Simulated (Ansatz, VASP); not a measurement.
**One calculation of Si, two programs**

File INCAR:

```
SYSTEM = Si
PREC = Accurate ; ENCUT = 520
EDIFF = 1E-6 ; ISMEAR = 0
SIGMA = 0.15 ; LREAL = .False.
LASPH = .True. ; NELM = 80
ALGO = Normal ; ISIF = 2
LWAVE = .False. ; LCHARG = .False.
GGA = CA ; NBANDS = 26
```

Contents of KPOINTS:

```
Automatic mesh
0
Gamma
  10 10 8
  0 0 0
```

Contents of POSCAR:

```
Si
1.0
    4.5521371120     -2.4347064072      0.0000000000
    4.5521371120      2.4347064072      0.0000000000
    0.0000000000      0.0000000000      5.3276483626
Si
8
Direct
    0.5000000000      0.5000000000      0.7705063097
    0.5000000000      0.5000000000      0.2294936903
    1.0000000000      0.0000000000      0.2705063097
    0.0000000000      1.0000000000      0.7294936903
    0.7920793347      0.6465026378      0.5000000000
    0.2262158285      0.2262158285      0.0000000000
    0.2737841715      0.2737841715      0.5000000000
    0.7737841715      0.7737841715      0.0000000000
```

Input for Ansatz:

```yaml
crystal:
  lattice:
    - [4.552137112, -2.4347064072, 0.0]
    - [4.552137112, 2.4347064072, 0.0]
    - [0.0, 0.0, 5.3276483626]
  atoms:
    - { symbol: Si, position: [0.5, 0.5, 0.7705063097] }
    - { symbol: Si, position: [0.5, 0.5, 0.2294936903] }
    - { symbol: Si, position: [1.0, 0.0, 0.2705063097] }
    - { symbol: Si, position: [0.0, 1.0, 0.7294936903] }
    - { symbol: Si, position: [0.7920793347, 0.6465026378, 0.5] }
    - { symbol: Si, position: [0.2262158285, 0.2262158285, 0.0] }
    - { symbol: Si, position: [0.2737841715, 0.2737841715, 0.5] }
    - { symbol: Si, position: [0.7737841715, 0.7737841715, 0.0] }
basis:
  ecutwfc: 420
kpoints:
  mp_grid: { grid: [10, 10, 8] }
hamiltonian:
  xc: lda
scf:
  occupations: { method: gaussian, width: 0.15 }
output:
  forces: true
  stress: true
  eigenvalues: true
```

Alike in both runs: task single point; functional LDA; k mesh 10 × 10 × 8; occupations gaussian, width 0.15 eV; no spin polarisation.

|  | VASP | Ansatz |
| --- | --- | --- |
| version | VASP 6.6.1 | Ansatz 0.2.0 |
| potentials or method | VASP PAW LDA potentials, release 64 (Si), cutoff 520 eV | scalar-relativistic, plane waves, PAW |
| valence electrons in the cell | 32 | 32 |

|  | VASP | Ansatz | Ansatz less VASP |
| --- | --- | --- | --- |
| gap on the k mesh at the Fermi level (eV) | none | none | - |
| pressure (GPa) | 2.3 | 2.2 | -0.08 |
| traceless stress, the component that is largest in VASP (GPa) | 4.93 | 4.92 | -0.009 |
| rms of the force components (eV/Å) | 0.956 | 0.954 | -0.0018 |

LDA's correlation is that of Perdew and Zunger in VASP and of Perdew and Wang (1992) in Ansatz. Atom by atom the forces differ by 0.002 eV/Å (rms over components). A gap of «none» marks a metal or a gap that the smearing closes.
